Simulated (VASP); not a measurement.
# WC (P-6m2) in VASP: a series of runs, part 2 of 2

VASP 6.6.1. Earlier steps stand in the parts before.

## 3. Single point, PBEsol (10.20 Å³/atom)

This run uses another cell than the first one, of 10.20 Å³/atom.

Contents of INCAR:

```
ALGO     = Normal         # electronic algorithm
EDIFF    = 1E-6           # SCF threshold, eV
ENCUT    = 520            # plane-wave cutoff, eV
GGA      = PS             # functional
ISIF     = 2              # what is computed and relaxed
ISMEAR   = -1             # smearing method
LASPH    = True           # aspherical terms in the spheres
LCHARG   = False          # write CHGCAR
LREAL    = False          # projectors in reciprocal space
LWAVE    = False          # write WAVECAR
NBANDS   = 16             # bands
NELM     = 80             # most SCF steps
PREC     = Accurate       # precision mode
SIGMA    = 0.05           # smearing width, eV
```

Contents of KPOINTS:

```
k-points
0
Gamma
  13 13 12
```

Contents of POSCAR:

```
WC
1.0
    2.8908006898      0.0000000000      0.0000000000
   -1.4454003449      2.5035068347      0.0000000000
    0.0000000000      0.0000000000      2.8195383909
W C
1 1
Direct
    0.0000000000      0.0000000000      0.0000000000
    0.6666666667      0.3333333333      0.5000000000
```

Potentials or basis: VASP PAW PBE potentials, release 64 (W_sv, C).

Started as:

```console
$ cat potpaw_PBE.64/W_sv/POTCAR potpaw_PBE.64/C/POTCAR > POTCAR
$ mpirun -np 1 vasp_std > vasp.out
```

OUTCAR:

```text
EDIFF = 1E-6
   ENCUT = 520
   GGA = PS
   ISIF = 2
   ISMEAR = -1
   LASPH = True
   LREAL = False
   NELM = 80
   PREC = Accurate

 ion  position               nearest neighbor table
   1  0.000  0.000  0.000-   2 2.18   2 2.18   2 2.18   2 2.18   2 2.18   2 2.18
   2  0.667  0.333  0.500-   1 2.18   1 2.18   1 2.18   1 2.18   1 2.18   1 2.18

  LATTYP: Found a hexagonal cell.
 ALAT       =     2.8908006898
 C/A-ratio  =     0.9753485949

  Lattice vectors:

 A1 = (   2.8908006898,   0.0000000000,   0.0000000000)
 A2 = (  -1.4454003449,   2.5035068347,   0.0000000000)
 A3 = (   0.0000000000,   0.0000000000,   2.8195383909)

Analysis of symmetry for initial positions (statically):
=====================================================================
 Subroutine PRICEL returns:
 Original cell was already a primitive cell.

 Routine SETGRP: Setting up the symmetry group for a
 hexagonal supercell.

 Subroutine GETGRP returns: Found 12 space group operations
 (whereof 12 operations were pure point group operations)
 out of a pool of 24 trial point group operations.

The static configuration has the point symmetry D_3h.
[... 160 lines left out ...]

 E-fermi :  11.1870     XC(G=0): -14.0210

 val. band max:       11.1740559595   @ k =   0.4615   0.0769   0.4167
 cond. band min:      11.2422236107   @ k =   0.4615   0.0000   0.4167
 fundamental gap:      0.0681676512
 Fermi energy:        11.1869988289

 k-point     1 :       0.0000    0.0000    0.0000
  band No.  band energies     occupation
      1     -62.7215      2.00000
      2     -26.7064      2.00000
      3     -26.6006      2.00000
      4     -26.6006      2.00000
      5      -3.3837      2.00000
      6       6.7485      2.00000
[... 433 lines left out ...]
      3     -26.7349      2.00000
      4     -26.6402      2.00000
      5      -2.6077      2.00000
      6       6.5699      2.00000
[... 8 lines left out ...]
     15      24.8655      0.00000
     16      29.1907      0.00000

 [... further k-points ...]

------------------------ aborting loop because EDIFF is reached ----------------------------------------

  FORCE on cell =-STRESS in cart. coord.  units (eV):
  Direction    XX          YY          ZZ          XY          YZ          ZX
  --------------------------------------------------------------------------------------
  -------------------------------------------------------------------------------------
  Total        0.5736577      0.5736577      0.6395285     -0.0000000      0.0000000      0.0000000
  in kB       45.0420806     45.0420806     50.2140849     -0.0000000      0.0000000      0.0000000
  external PRESSURE =      46.7660820 kB  Pullay stress =       0.0000000 kB

 VOLUME and BASIS-vectors are now :
 -----------------------------------------------------------------------------
  energy-cutoff  :      520.00
  volume of cell :       20.41
      direct lattice vectors                 reciprocal lattice vectors
     2.890800690  0.000000000  0.000000000     0.345924921  0.199719846  0.000000000
    -1.445400345  2.503506835  0.000000000     0.000000000  0.399439692  0.000000000
     0.000000000  0.000000000  2.819538391     0.000000000  0.000000000  0.354667985

 POSITION                                       TOTAL-FORCE (eV/Angst)
 -----------------------------------------------------------------------------------
      0.00000      0.00000      0.00000        -0.000000      0.000000      0.000000
      1.44540      0.83450      1.40977         0.000000     -0.000000      0.000000
 -----------------------------------------------------------------------------------
    total drift:                                0.000000     -0.000000      0.000000

  FREE ENERGIE OF THE ION-ELECTRON SYSTEM (eV)
  ---------------------------------------------------
  free  energy   TOTEN  =       -23.8982359770 eV

  energy  without entropy=      -23.8955736751  energy(sigma->0) =      -23.89690483
```

OSZICAR:

```text
N       E                     dE             d eps       ncg     rms          rms(c)
DAV:   1     0.110035613795E+03    0.11004E+03   -0.93483E+03  4720   0.125E+03
DAV:   2    -0.236367236162E+02   -0.13367E+03   -0.12898E+03  5656   0.340E+02
DAV:   3    -0.267858055505E+02   -0.31491E+01   -0.31380E+01  5216   0.497E+01
DAV:   4    -0.268017746527E+02   -0.15969E-01   -0.15968E-01  6152   0.398E+00
DAV:   5    -0.268018920232E+02   -0.11737E-03   -0.11737E-03  5136   0.321E-01    0.342E+01
DAV:   6    -0.239935163512E+02    0.28084E+01   -0.52440E+00  5744   0.249E+01    0.964E+00
DAV:   7    -0.239312022452E+02    0.62314E-01   -0.36040E-01  4944   0.464E+00    0.650E+00
DAV:   8    -0.238992821065E+02    0.31920E-01   -0.59315E-02  5344   0.195E+00    0.934E-01
DAV:   9    -0.238983757625E+02    0.90634E-03   -0.25917E-03  5200   0.381E-01    0.112E-01
DAV:  10    -0.238982373583E+02    0.13840E-03   -0.27598E-04  5808   0.198E-01    0.470E-02
DAV:  11    -0.238982366536E+02    0.70468E-06   -0.13683E-05  5336   0.350E-02    0.797E-03
DAV:  12    -0.238982359770E+02    0.67663E-06   -0.21077E-06  4384   0.118E-02
   1 F= -.23898236E+02 E0= -.23896905E+02  d E =-.266230E-02
```

stdout:

```text
POSCAR found type information on POSCAR W C
 POSCAR found :  2 types and       2 ions
 scaLAPACK will be used
 -----------------------------------------------------------------------------
|                                                                             |
|                                                                             |
|     You enforced a specific xc type in the INCAR file but a different       |
|     I HOPE YOU KNOW WHAT YOU ARE DOING!                                     |
|                                                                             |
 -----------------------------------------------------------------------------

 LDA part: xc-table for (Slater+PW92), standard interpolation
 POSCAR, INCAR and KPOINTS ok, starting setup
 FFT: planning ... GRIDC
 FFT: planning ... GRID_SOFT
 FFT: planning ... GRID
 WAVECAR not read
 entering main loop
```

It took 45 s on 1 thread of Intel Xeon 8259CL, shared host; peak memory 0.18 GiB.

Results:

```
Free energy            : -23.8982 eV
Pressure               : 4.7 GPa
Band gap on the k mesh : zero (bands 9 and 10 overlap by 1.29 eV)
```

Caveat: the cell stands under pressure; the PAW data sets were made with another functional, which shifts forces and pressure a little; spin-orbit coupling is left out, which moves the levels of the heavy elements.

## 4. Single point, PBEsol (10.51 Å³/atom)

This run uses another cell than the first one, of 10.51 Å³/atom.

Contents of INCAR:

```
PREC = Accurate
ENCUT = 520
EDIFF = 1E-6
ISMEAR = -1
SIGMA = 0.05
LREAL = False
LASPH = True
NELM = 80
ALGO = Normal
ISIF = 2
LWAVE = False
LCHARG = False
GGA = PS
NBANDS = 16
```

Contents of KPOINTS:

```
Automatic mesh
0
Gamma
  13 13 12
```

Contents of POSCAR:

```
WC
1.0
    2.9197106146      0.0000000000      0.0000000000
   -1.4598553073      2.5285435639      0.0000000000
    0.0000000000      0.0000000000      2.8477356453
W C
1 1
Direct
    0.0000000000      0.0000000000      0.0000000000
    0.6666666667      0.3333333333      0.5000000000
```

Started as:

```console
$ cat potpaw_PBE.64/W_sv/POTCAR potpaw_PBE.64/C/POTCAR > POTCAR
$ mpirun -np 1 vasp_std > vasp.out
```

It took 44 s on 1 thread of Intel Xeon 8259CL, shared host; peak memory 0.18 GiB.

Results (log left out):

| Property | Result |
| --- | --- |
| Free energy | -23.8929 eV |
| Pressure | -7.4 GPa |
| Band gap on the k mesh | zero (bands 9 and 10 overlap by 1.25 eV) |

Stress tensor (GPa, compression positive):
```
-6.95  0.00  0.00
 0.00 -6.95  0.00
 0.00  0.00 -8.23
```

Levels at points of the mesh, in eV from the Fermi level:
| k point | band 5 | band 6 | band 7 | band 8 | band 9 | band 10 | band 11 | band 12 | band 13 | band 14 |
| --- | --- | --- | --- | --- | --- | --- | --- | --- | --- | --- |
| (0.00, 0.00, 0.00) | -14.33 | -4.26 | -3.28 | -3.28 | 0.12 | 3.16 | 3.16 | 5.58 | 5.58 | 6.31 |
| (0.00, 0.00, 0.50) | -10.33 | -8.59 | -1.98 | -1.98 | -0.59 | -0.59 | 3.64 | 4.49 | 4.49 | 9.87 |

Caveat: the cell stands under tension; the PAW data sets were made with another functional, which shifts forces and pressure a little; spin-orbit coupling is left out, which moves the levels of the heavy elements.

## 5. Summary

| cell | gap on the mesh (eV) | pressure (GPa) |
| --- | --- | --- |
| a = 2.861, b = 2.861, c = 2.791 Å, angles 90.0, 90.0, 120.0°, 2 atoms | none | 18.8 |
| a = 2.891, b = 2.891, c = 2.820 Å, angles 90.0, 90.0, 120.0°, 2 atoms | none | 4.7 |
| a = 2.920, b = 2.920, c = 2.848 Å, angles 90.0, 90.0, 120.0°, 2 atoms | none | -7.4 |

Alike in all rows: task single point; level PBEsol; potentials or basis VASP PAW PBE potentials, release 64 (W_sv, C); no spin polarisation; k mesh 13 × 13 × 12; cutoff (eV) 520; smearing fermi-dirac 0.05 eV.

Caveats: the PAW data sets were made with another functional, which shifts forces and pressure a little; spin-orbit coupling is left out, which moves the levels of the heavy elements; the cell stands under pressure (at least some runs); the cell stands under tension (at least some runs).

Absolute energies hang on the potentials; compare differences alone.
